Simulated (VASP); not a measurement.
Here is a VASP 6.6.1 calculation.

Contents of INCAR:

```
SYSTEM = MgS
PREC     = Accurate       ! precision mode
ENCUT    = 520            ! plane-wave cutoff, eV
EDIFF    = 1E-6           ! SCF threshold, eV
ISMEAR   = 0              ! smearing method
SIGMA    = 0.01           ! smearing width, eV
LREAL    = .FALSE.        ! projectors in reciprocal space
LASPH    = .TRUE.         ! aspherical terms in the spheres
NELM     = 80             ! most SCF steps
ALGO     = Normal         ! electronic algorithm
ISIF     = 2              ! what is computed and relaxed
LWAVE    = .FALSE.        ! write WAVECAR
LCHARG   = .FALSE.        ! write CHGCAR
GGA      = PE             ! functional
NBANDS   = 11             ! bands
```

File KPOINTS:

```
Automatic mesh
0
G
  4 4 4
  0 0 0
```

File POSCAR:

```
MgS
1.0
    0.0000000000      2.7459505360      2.7459505360
    2.7459505360      0.0000000000      2.7459505360
    2.7459505360      2.7459505360      0.0000000000
Mg S
1 1
Direct
    0.0000000000      0.0000000000      0.0000000000
    0.2500000000      0.2500000000      0.2500000000
```

Potentials or basis: VASP PAW PBE potentials, release 64 (Mg, S).

Command:

```bash
$ cat potpaw_PBE.64/Mg/POTCAR potpaw_PBE.64/S/POTCAR > POTCAR
$ mpirun -np 1 vasp_std > vasp.out
```

(1) Estimate the band gap on the k mesh.

(2) Predict the pressure.

Answers

(1) 3.79 eV, indirect (least direct gap 3.93 eV).

(2) 7.6 GPa.

Caveat: the k points lie up to 0.50 Å⁻¹ apart; the cell differs from its parent crystal (strain -3.0%).
